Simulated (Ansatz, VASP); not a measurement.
## LaSi2C2 in VASP and in Ansatz

```xyz
10
Lattice="4.1398 0.0000 0.0000 0.0000 4.1398 0.0000 0.0000 0.0000 8.5831" Properties=species:S:1:pos:R:3 pbc="T T T"
C     0.7162    2.0699    2.1458
C     2.0699    3.4237    6.4373
C     3.4237    2.0699    2.1458
C     2.0699    0.7162    6.4373
La    0.0000    0.0000    0.0000
La    0.0000    0.0000    4.2916
Si    2.0699    0.9356    2.1458
Si    0.9356    2.0699    6.4373
Si    2.0699    3.2042    2.1458
Si    3.2042    2.0699    6.4373
```

Alike in both runs: task single point; functional r2SCAN; k mesh 4 × 4 × 2; no spin polarisation.

|  | VASP | Ansatz |
| --- | --- | --- |
| version | VASP 6.6.1 | Ansatz 0.2.0 |
| potentials or method | VASP PAW PBE potentials, release 64 (C, La, Si), cutoff 520 eV | PAW plane waves |
| occupations | tetrahedron | tetrahedron-uncorrected |
| valence electrons in the cell | 54 | 54 |

```tsv
	VASP	Ansatz	Ansatz less VASP
gap on the k mesh at the Fermi level (eV)	none	none	-
pressure (GPa)	24.6	24.8	+0.23
traceless stress, the component that is largest in VASP (GPa)	-27.56	-27.57	-0.015
rms of the force components (eV/Å)	1.711	1.742	+0.0309
```

VASP's potentials were made for PBE, not for r2SCAN. Atom by atom the forces differ by 0.044 eV/Å (rms over components). A gap of «none» marks a metal or a gap that the smearing closes. Ansatz's warnings: band table not solved further.

The k mesh is coarse, so the values compare programs but aren't converged. Neither program's run includes spin-orbit coupling.
